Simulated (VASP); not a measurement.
Al, 4 atoms in the cell. It takes space group P6_3/mmc (No. 194, hexagonal). Conventional cell: a = 2.822 Å, b = 2.822 Å, c = 9.262 Å, α = 90.00°, β = 90.00°, γ = 120.00°. Al (site symmetry -3m) has 12 Al at 2.82 to 2.83 Å within 3.7 Å. Al (site symmetry -6m2) has 12 Al at 2.82 to 2.83 Å within 3.7 Å. This isn't the form of Al at room conditions, which is fcc.

```yaml
Program: VASP 6.6.1
Task: single point
Functional: r2SCAN
Potentials_or_basis: VASP PAW PBE potentials, release 64 (Al)
Cutoff: 520 eV
k_mesh: 18 × 18 × 6
Occupations: gaussian, width 0.1 eV
Spin: no spin polarisation
Dipole_correction: no
Further_INCAR_settings: ALGO = Normal; EDIFF = 1e-06; NBANDS = 14
```

Potentials or basis: VASP PAW PBE potentials, release 64 (Al).

Run with:

```console
$ cat potpaw_PBE.64/Al/POTCAR > POTCAR
$ cp INCAR.step1 INCAR
$ mpirun -np 1 vasp_std > vasp.out
$ cp INCAR.step2 INCAR
$ mpirun -np 1 vasp_std > vasp.out
```

Hardware: 1 thread of Intel(R) Xeon(R) 6975P-C (Granite Rapids), on a shared host.

Task: How long does it take, and how much memory?

Result: It took 2.6 min on 1 thread of Intel(R) Xeon(R) 6975P-C (Granite Rapids), on a shared host, peak memory 0.26 GiB. Counts: k points 148.
